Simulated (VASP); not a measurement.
The system is ZrAgAu.

```
Zr Ag Au
1.0
    -1.81341    1.81341    4.48519
     1.81341   -1.81341    4.48519
     1.81341    1.81341   -4.48519
Zr Ag Au
1 1 1
Direct
  0.00000 0.00000 0.00000
  0.33168 0.33168 0.00000
  0.66832 0.66832 0.00000
```

```yaml
Program: VASP 6.6.1
Task: relaxation of cell and atoms
Functional: PBEsol
Potentials_or_basis: VASP PAW PBE potentials, release 64 (Zr_sv, Ag, Au)
Cutoff: 600 eV
k_mesh: 8 × 8 × 8
Occupations: gaussian, width 0.1 eV
Spin: no spin polarisation
```

At the start: pressure -9.3 GPa; volume 19.67 Å³/atom.

Task: Where does the relaxation end?

Result: Over 9 steps the energy falls by 46.7 meV/atom and the volume is 18.25 Å³/atom (-7.2 %); space group I4mm (No. 107, to 0.1 Å) before and after.

The path:
```tsv
step	energy change (eV)	largest force (eV/Å)	pressure (GPa)	volume (Å³)
1	0.0000	0.2997	-9.25	59.00
2	0.1125	0.2218	17.78	49.82
3	-0.1352	0.2536	-0.16	54.80
4	-0.1353	0.2533	0.06	54.72
5	-0.1353	0.2530	0.29	54.64
6	-0.1390	0.1159	0.29	54.63
7	-0.1399	0.0424	0.31	54.62
8	-0.1398	0.0128	-0.50	54.91
9	-0.1401	0.0282	-0.08	54.76
```

Final structure:
```xyz
3
Lattice="-1.7666 1.7666 4.3864 1.7666 -1.7666 4.3864 1.7666 1.7666 -4.3864" Properties=species:S:1:pos:R:3 pbc="T T T"
Zr    0.0000    0.0000    0.0215
Ag    0.0000    0.0000    2.8843
Au    0.0000    0.0000    5.8669
```

Caveat: the PAW data sets were made with another functional, which shifts forces and pressure a little; the relaxation stopped at a loose force limit of 0.05 eV/Å, so its end isn't a converged minimum.
